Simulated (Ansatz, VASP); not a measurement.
## P: VASP beside Ansatz

The input INCAR:

```
ALGO = Normal
EDIFF = 1E-6
ENCUT = 520
GGA = PS
ISIF = 2
ISMEAR = 0
LASPH = True
LCHARG = False
LREAL = False
LWAVE = False
NBANDS = 12
NELM = 60
PREC = Accurate
SIGMA = 0.15
```

KPOINTS

```
k-points
0
Gamma
  18 18 18
```

Contents of POSCAR:

```
P
1.0
   -1.6661373925      2.4774375617      1.8868282978
    1.6661373925     -2.4774375617      1.8868282978
    1.6661373925      2.4774375617     -1.8868282978
P
2
Direct
    0.8033091100      0.0533091100      0.7500000000
    0.1966908900      0.9466908900      0.2500000000
```

Input for Ansatz:

```yaml
crystal:
  lattice:
    - [-1.6661373925, 2.4774375617, 1.8868282978]
    - [1.6661373925, -2.4774375617, 1.8868282978]
    - [1.6661373925, 2.4774375617, -1.8868282978]
  atoms:
    - { symbol: P, position: [0.80330911, 0.05330911, 0.75] }
    - { symbol: P, position: [0.19669089, 0.94669089, 0.25] }
basis:
  ecutwfc: 420
kpoints:
  mp_grid: { grid: [18, 18, 18] }
hamiltonian:
  xc: pbesol
scf:
  occupations: { method: gaussian, width: 0.15 }
output:
  forces: true
  stress: true
  eigenvalues: true
```

Change from the starting cell: strain -0.015 along x and y, +0.015 along z, atoms carried along.

Alike in both runs: task single point; functional PBEsol; k mesh 18 × 18 × 18; occupations gaussian, width 0.15 eV; no spin polarisation.

|  | VASP | Ansatz |
| --- | --- | --- |
| version | VASP 6.6.1 | Ansatz 0.2.0 |
| potentials or method | VASP PAW PBE potentials, release 64 (P), cutoff 520 eV | scalar-relativistic, plane waves, PAW |
| valence electrons in the cell | 10 | 10 |

Ansatz gave:

```
gap on the k mesh at the Fermi level (eV)                     : none
pressure (GPa)                                                : 1.1
traceless stress, the component that is largest in VASP (GPa) : -2.69
rms of the force components (eV/Å)                            : 0.225
```

Task: What did VASP give for the same quantities?

Result: gap on the k mesh at the Fermi level (eV): none; pressure (GPa): 1.1; traceless stress, the component that is largest in VASP (GPa): -2.75; rms of the force components (eV/Å): 0.202.

VASP's potentials were made for PBE, not for PBEsol. Atom by atom the forces differ by 0.023 eV/Å (rms over components). A gap of «none» marks a metal or a gap that the smearing closes.
